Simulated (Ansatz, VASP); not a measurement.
One calculation of Rh, two programs

```
Rh
1.0
    -0.18770    1.95212    1.87704
     1.95212   -0.18770    1.87704
     1.76441    1.76441    0.00000
Rh
1
Direct
  0.00000 0.00000 0.00000
```

Change from the starting cell: engineering shear strain xy -0.2000, equal normal strain along x and y +0.0400.

Alike in both runs: task single point; functional LDA; k mesh 20 × 20 × 20; occupations gaussian, width 0.15 eV; no spin polarisation.

|  | VASP | Ansatz |
| --- | --- | --- |
| version | VASP 6.6.1 | Ansatz 0.2.0 |
| potentials or method | VASP PAW LDA potentials, release 64 (Rh_pv), cutoff 520 eV | scalar-relativistic, plane waves, PAW |
| valence electrons in the cell | 15 | 17 |

|  | VASP | Ansatz | Ansatz less VASP |
| --- | --- | --- | --- |
| gap on the k mesh at the Fermi level (eV) | none | none | - |
| pressure (GPa) | -9.0 | -9.6 | -0.61 |
| traceless stress, the component that is largest in VASP (GPa) | 26.36 | 26.14 | -0.216 |

Ansatz warns that its potentials were made for another functional, while VASP's fit it. LDA's correlation is that of Perdew and Zunger in VASP and of Perdew and Wang (1992) in Ansatz. A gap of «none» marks a metal or a gap that the smearing closes. VASP's potentials hold 15 valence electrons a cell and Ansatz's 17, so a difference there can come from the potentials and not from the codes.
